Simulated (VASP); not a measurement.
# Cu13Ag3I16 (P1) in VASP: single point with PBEsol

Aim: the single point of Cu13Ag3I16 with PBEsol.

Everything below comes from runs of VASP 6.6.1. Logs are shortened: lines on timing, memory, paths and dates and some standing lists are left out, and cuts for length are marked.

## (1) The cell of the first run

The typed cell holds 64 atoms: a = 12.064 Å, b = 12.064 Å, c = 12.064 Å, α = 90.00°, β = 90.00°, γ = 90.00°.

## (2) Single point, PBEsol

INCAR reads:

```
SYSTEM = Cu13Ag3I16
PREC = Accurate
ENCUT = 520
EDIFF = 1E-6
ISMEAR = -1
SIGMA = 0.05
LREAL = Auto
LASPH = .TRUE.
NELM = 120
ALGO = Normal
ISIF = 2
LWAVE = .FALSE.
LCHARG = .FALSE.
GGA = PS
ISYM = -1
NBANDS = 326
GGA_COMPAT = .FALSE.
```

KPOINTS reads:

```
explicit points
1
Reciprocal
  0.25000000   0.25000000   0.25000000 1
```

POSCAR reads:

```
Cu13Ag3I16
1.0
   12.0638693664      0.0000000000      0.0000000000
    0.0000000000     12.0638693664      0.0000000000
    0.0000000000      0.0000000000     12.0638693664
Cu Ag I
26 6 32
Direct
    0.0022250000      0.9923230000      0.0058670000
    0.0015080000      0.9975720000      0.4927230000
    0.9967430000      0.5066000000      0.0052110000
    0.0014180000      0.5021390000      0.4970730000
    0.4997230000      0.9977980000      0.0096340000
    0.4970650000      0.9986220000      0.4893820000
    0.5036240000      0.5044220000      0.0054670000
    0.2466840000      0.2468560000      0.4929730000
    0.2475980000      0.7506100000      0.0033050000
    0.2442180000      0.7503850000      0.4967930000
    0.7502260000      0.2532460000      0.0109390000
    0.7542610000      0.2498500000      0.4921630000
    0.7550000000      0.7463100000      0.0073880000
    0.7556090000      0.7517490000      0.4925750000
    0.2508800000      0.9970700000      0.2516290000
    0.2464350000      0.9923820000      0.7466270000
    0.2465690000      0.5017710000      0.2511310000
    0.2450590000      0.5067360000      0.7497240000
    0.7503160000      0.9997270000      0.2499660000
    0.7535960000      0.5013560000      0.2482780000
    0.7581580000      0.5024320000      0.7537540000
    0.9993630000      0.2501370000      0.2521500000
    0.0001470000      0.7490620000      0.2501910000
    0.0026340000      0.7488200000      0.7503510000
    0.5014670000      0.2479590000      0.2501510000
    0.5006470000      0.7517790000      0.2489270000
    0.5007550000      0.5003820000      0.4998770000
    0.2534750000      0.2495520000      0.0040520000
    0.7533980000      0.0012650000      0.7476740000
    0.0006340000      0.2488850000      0.7469340000
    0.5041190000      0.2539540000      0.7539220000
    0.4974810000      0.7527990000      0.7521260000
    0.1182110000      0.1166130000      0.1341800000
    0.1297120000      0.1149920000      0.6150300000
    0.1234790000      0.6265090000      0.1267230000
    0.1232640000      0.6262240000      0.6219340000
    0.6244430000      0.1243750000      0.1273390000
    0.6236830000      0.1245620000      0.6052460000
    0.6268930000      0.6264850000      0.1291710000
    0.6419960000      0.6281660000      0.6248550000
    0.3834590000      0.3837220000      0.1352840000
    0.3556330000      0.3740780000      0.6246080000
    0.3725430000      0.8733240000      0.1266570000
    0.3680630000      0.8787790000      0.6121190000
    0.8785220000      0.3770440000      0.1276250000
    0.8681210000      0.3816850000      0.6149200000
    0.8750880000      0.8727020000      0.1292990000
    0.8849670000      0.8676800000      0.6156360000
    0.3732240000      0.1257860000      0.3696850000
    0.3748930000      0.1052340000      0.8736650000
    0.3670960000      0.6332680000      0.3673150000
    0.3673140000      0.6179490000      0.8842500000
    0.8761120000      0.1225260000      0.3726100000
    0.8764110000      0.1255040000      0.8949590000
    0.8769550000      0.6242200000      0.3712290000
    0.8770600000      0.6289600000      0.8770140000
    0.1231180000      0.3751890000      0.3728750000
    0.1222410000      0.3904570000      0.8786720000
    0.1238380000      0.8732090000      0.3707470000
    0.1236060000      0.8725060000      0.8756070000
    0.6328740000      0.3693640000      0.3647990000
    0.6354550000      0.3850140000      0.8853420000
    0.6256310000      0.8733730000      0.3720000000
    0.6282340000      0.8742920000      0.8937390000
```

Potentials or basis: VASP PAW PBE potentials, release 64 (Cu, Ag, I).

On the command line:

```
$ cat potpaw_PBE.64/Cu/POTCAR potpaw_PBE.64/Ag/POTCAR potpaw_PBE.64/I/POTCAR > POTCAR
$ mpirun -np 1 vasp_std > vasp.out
```

OUTCAR:

```text
SYSTEM = Cu13Ag3I16
   PREC = Accurate
   ENCUT = 520
   EDIFF = 1E-6
   ISMEAR = -1
   LREAL = Auto
   LASPH = .TRUE.
   NELM = 120
   ISIF = 2
   GGA = PS
   ISYM = -1

 ion  position               nearest neighbor table
   1  0.002  0.992  0.006-  33 2.57  47 2.58  54 2.58  60 2.59
   2  0.002  0.998  0.493-  34 2.56  59 2.57  48 2.58  53 2.58
   3  0.997  0.507  0.005-  35 2.56  58 2.57  56 2.58  45 2.58
   4  0.001  0.502  0.497-  36 2.58  46 2.59  55 2.59  57 2.60
   5  0.500  0.998  0.010-  64 2.56  43 2.57  37 2.57  50 2.58
   6  0.497  0.999  0.489-  38 2.57  49 2.58  63 2.59  44 2.59
[... 56 lines left out ...]
  63  0.626  0.873  0.372-  26 2.57   6 2.59  14 2.59  19 2.60
  64  0.628  0.874  0.894-   5 2.56  13 2.57  32 2.75  29 2.78

IMPORTANT INFORMATION: All symmetrisations will be switched off!
NOSYMM: (Re-)initialisation of all symmetry stuff for point group C_1.

----------------------------------------------------------------------------------------

                                     Primitive cell

  volume of cell :    1755.7387

  direct lattice vectors                    reciprocal lattice vectors
    12.063869366  0.000000000  0.000000000     0.082892144  0.000000000  0.000000000
     0.000000000 12.063869366  0.000000000     0.000000000  0.082892144  0.000000000
     0.000000000  0.000000000 12.063869366     0.000000000  0.000000000  0.082892144

  length of vectors
    12.063869366 12.063869366 12.063869366     0.082892144  0.082892144  0.082892144

  position of ions in fractional coordinates (direct lattice)
     0.002225000  0.992323000  0.005867000
     0.001508000  0.997572000  0.492723000
     0.996743000  0.506600000  0.005211000
     0.001418000  0.502139000  0.497073000
     0.499723000  0.997798000  0.009634000
     0.497065000  0.998622000  0.489382000
[... 56 lines left out ...]
     0.625631000  0.873373000  0.372000000
     0.628234000  0.874292000  0.893739000

  ion indices of the primitive-cell ions
   primitive index   ion index
                 1           1
                 2           2
                 3           3
                 4           4
                 5           5
                 6           6
[... 56 lines left out ...]
                63          63
                64          64

----------------------------------------------------------------------------------------

 KPOINTS: explicit points

Read explicit list of k-points.

 Found      1 k-points:

 Following reciprocal coordinates:
            Coordinates               Weight
  0.250000  0.250000  0.250000      1.000000
   k-points           NKPTS =      1   k-points in BZ     NKDIM =      1   number of bands    NBANDS=    326
   number of dos      NEDOS =    301   number of ions     NIONS =     64
   total plane-waves  NPLWV = 729000
   dimension x,y,z NGX =    90 NGY =   90 NGZ =   90
   dimension x,y,z NGXF=   180 NGYF=  180 NGZF=  180
   ions per type =              26   6  32
   NGX,Y,Z   is equivalent  to a cutoff of  12.40, 12.40, 12.40 a.u.
   NGXF,Y,Z  is equivalent  to a cutoff of  24.80, 24.80, 24.80 a.u.
 SYSTEM =  Cu13Ag3I16
   PREC   = accura    normal or accurate (medium, high low for compatibility)
   ISTART =      0    job   : 0-new  1-cont  2-samecut
   ICHARG =      2    charge: 1-file 2-atom 10-const
   ISPIN  =      1    spin polarized calculation?
   LNONCOLLINEAR =      F non collinear calculations
   LSORBIT =      F    spin-orbit coupling
   LASPH  =      T    aspherical Exc in radial PAW
   ENCUT  =  520.0 eV  38.22 Ry    6.18 a.u.  22.43 22.43 22.43*2*pi/ulx,y,z
   NELM   =    120;   NELMIN=  2; NELMDL= -5     # of ELM steps
   EDIFF  = 0.1E-05   stopping-criterion for ELM
   LREAL  =      T    real-space projection
   EDIFFG = 0.1E-04   stopping-criterion for IOM
   NSW    =      0    number of steps for IOM
   IBRION =     -1    ionic relax: 0-MD 1-quasi-New 2-CG
   NFREE  =      0    steps in history (QN), initial steepest desc. (CG)
   ISIF   =      2    stress and relaxation
   ISYM   =     -1    0-nonsym 1-usesym 2-fastsym
   POTIM  = 0.5000    time-step for ionic-motion
   TEBEG  =    0.0;   TEEND  =   0.0 temperature during run
   PSTRESS=    0.0 pullay stress
   NELECT =     576.0000    total number of electrons
   NUPDOWN=      -1.0000    fix difference up-down
   EMIN   =  10.00;   EMAX   =-10.00  energy-range for DOS
   EFERMI =   0.00;   METHOD = LEGACY
   ISMEAR =    -1;   SIGMA  =   0.05  broadening in eV -4-tet -1-fermi 0-gaus
   EFERMI_NEDOS =   21; number of points for ismear=-14 and -15
   IALGO  =     38    algorithm
   IMIX   =      4    mixing-type and parameters
     AMIX     =   0.40;   BMIX     =  1.00
     AMIX_MAG =   1.60;   BMIX_MAG =  1.00
  volume/ion in A,a.u.               =      27.43       185.13
  Fermi-wavevector in a.u.,A,eV,Ry     =   1.129091  2.133673 17.345346  1.274847
  Thomas-Fermi vector in A             =   2.265784
   LORBIT       =      0    0 simple, 1 ext, 2 COOP (PROOUT), +10 PAW based schemes
   GGA     = PS    functional components
   LHFCALC =     F    Hartree Fock is set to
   AEXX    =    0.0000 exact exchange contribution
   IVDW    =     0    specifies the selected vdW correction
   LEPSILON=     F    determine dielectric tensor
   LRPA    =     F    only Hartree local field effects (RPA)
 non-spin polarized calculation
  energy-cutoff  :      520.00
  volume of cell :     1755.74
 maximum number of plane-waves:     47225
 NGX is ok and might be reduce to    90
   NGX = 45   NGY = 45   NGZ = 45

 number of electron     576.0000020 magnetization

 Free energy of the ion-electron system (eV)
  ---------------------------------------------------
  ext. energy  EPLUGINS =         0.00000000
  ---------------------------------------------------
  free energy    TOTEN  =      -196.70924589 eV

  energy without entropy =     -196.70924587  energy(sigma->0) =     -196.70924588

 E-fermi :   5.5542     XC(G=0):  -9.3049

 val. band max:        4.5667609068   @ k =   0.2500   0.2500   0.2500
 cond. band min:       6.5074390055   @ k =   0.2500   0.2500   0.2500
 fundamental gap:      1.9406780988
 Fermi energy:         5.5541803925

 k-point     1 :       0.2500    0.2500    0.2500
  band No.  band energies     occupation
      1      -9.4001      2.00000
      2      -9.2394      2.00000
      3      -9.2147      2.00000
      4      -9.1764      2.00000
      5      -9.0815      2.00000
      6      -9.0707      2.00000
[... 292 lines left out ...]
    299       7.5566      0.00000
    300       7.5761      0.00000
 [bands above 300 left out]

------------------------ aborting loop because EDIFF is reached ----------------------------------------

  FORCE on cell =-STRESS in cart. coord.  units (eV):
  Direction    XX          YY          ZZ          XY          YZ          ZX
  --------------------------------------------------------------------------------------
  -------------------------------------------------------------------------------------
  Total        0.5929289      0.6068275      0.9964666     -1.4122303     -0.9440983     -1.3405821
  in kB        0.5410698      0.5537529      0.9093131     -1.2887130     -0.8615251     -1.2233314
  external PRESSURE =       0.6680453 kB  Pullay stress =       0.0000000 kB

 VOLUME and BASIS-vectors are now :
 -----------------------------------------------------------------------------
  energy-cutoff  :      520.00
  volume of cell :     1755.74
      direct lattice vectors                 reciprocal lattice vectors
    12.063869366  0.000000000  0.000000000     0.082892144  0.000000000  0.000000000
     0.000000000 12.063869366  0.000000000     0.000000000  0.082892144  0.000000000
     0.000000000  0.000000000 12.063869366     0.000000000  0.000000000  0.082892144

 POSITION                                       TOTAL-FORCE (eV/Angst)
 -----------------------------------------------------------------------------------
      0.02684     11.97126      0.07078        -0.002073      0.004792     -0.001838
      0.01819     12.03458      5.94415        -0.008069      0.007958     -0.001371
     12.02458      6.11156      0.06286        -0.007799      0.008972      0.004823
      0.01711      6.05774      5.99662        -0.005514      0.002747     -0.003618
      6.02859     12.03730      0.11622         0.004593      0.008653      0.008341
      5.99653     12.04725      5.90384        -0.009526     -0.006883      0.000608
[... 56 lines left out ...]
      7.54753     10.53626      4.48776         0.014237     -0.008797      0.010013
      7.57893     10.54734     10.78195         0.000803     -0.002893     -0.013436
 -----------------------------------------------------------------------------------
    total drift:                               -0.021900      0.004738      0.021376

  FREE ENERGIE OF THE ION-ELECTRON SYSTEM (eV)
  ---------------------------------------------------
  free  energy   TOTEN  =      -196.7092458906 eV

  energy  without entropy=     -196.7092458692  energy(sigma->0) =     -196.70924588
```

Wall time 30 min (1 thread of Intel Xeon Platinum 8259CL at 2.50GHz (Skylake/Cascade Lake), shared host); peak memory 1.6 GiB.

Results:

```
Free energy            : -196.7092 eV
Pressure               : 0.1 GPa
Largest force          : 0.027 eV/Å
Band gap on the k mesh : 1.94 eV
```

Forces in eV/Å, atoms in the order of the input:
```
Cu  -0.002  0.005 -0.002
Cu  -0.008  0.008 -0.001
Cu  -0.008  0.009  0.005
Cu  -0.006  0.003 -0.004
Cu   0.005  0.009  0.008
Cu  -0.010 -0.007  0.001
Cu  -0.009  0.006 -0.003
Cu  -0.011  0.001 -0.004
Cu   0.000  0.010 -0.002
Cu  -0.006 -0.005 -0.007
Cu  -0.010  0.008  0.001
Cu   0.003  0.005  0.009
Cu   0.002  0.005  0.005
Cu  -0.007  0.007 -0.012
Cu  -0.002  0.003  0.002
Cu  -0.005  0.000  0.000
Cu  -0.009 -0.001 -0.015
Cu  -0.002  0.009 -0.001
Cu  -0.001  0.007  0.004
Cu  -0.004  0.012  0.001
Cu  -0.011  0.004 -0.004
Cu  -0.011  0.005 -0.008
Cu   0.009  0.013  0.003
Cu  -0.006 -0.001 -0.004
Cu  -0.004  0.000  0.009
Cu  -0.009  0.007 -0.007
Ag  -0.010  0.001 -0.011
Ag  -0.004  0.004 -0.002
Ag  -0.001 -0.001  0.004
Ag  -0.001  0.010  0.005
Ag  -0.008 -0.002 -0.005
Ag  -0.005  0.003  0.000
I    0.007  0.004 -0.006
I   -0.001  0.009  0.007
I    0.005 -0.007  0.007
I    0.006 -0.006  0.002
I    0.000 -0.007 -0.012
I    0.011  0.014  0.016
I    0.005 -0.002 -0.002
I   -0.012 -0.012  0.017
I   -0.009 -0.005 -0.007
I    0.023  0.005  0.014
I   -0.003 -0.021  0.010
I    0.023  0.003  0.009
I    0.011 -0.013  0.001
I    0.004 -0.020  0.003
I   -0.006 -0.006 -0.009
I   -0.007  0.008  0.017
I    0.005  0.007 -0.006
I    0.003  0.016 -0.004
I    0.011 -0.005  0.021
I    0.020 -0.006 -0.010
I    0.008 -0.014  0.001
I    0.002  0.000 -0.022
I   -0.006 -0.013  0.002
I    0.015  0.000  0.000
I    0.008 -0.002  0.008
I    0.005 -0.024 -0.007
I    0.000 -0.018 -0.007
I    0.010 -0.001 -0.003
I   -0.008  0.003  0.009
I    0.007 -0.013 -0.008
I    0.014 -0.009  0.010
I    0.001 -0.003 -0.013
```

Stress tensor (GPa, compression positive):
```
 0.05 -0.13 -0.12
-0.13  0.06 -0.09
-0.12 -0.09  0.09
```

Levels at points of the mesh, in eV from the valence-band top:
```tsv
k point	band 284	band 285	band 286	band 287	band 288	band 289	band 290	band 291	band 292	band 293
(0.25, 0.25, 0.25)	-0.33	-0.32	-0.30	0.00	0.00	1.94	2.34	2.79	2.82	2.83
```

Caveat: the PAW data sets were made with another functional, which shifts forces and pressure a little; spin-orbit coupling is left out, which moves the levels of the heavy elements; a shifted mesh leaves out Γ, where band edges can lie.
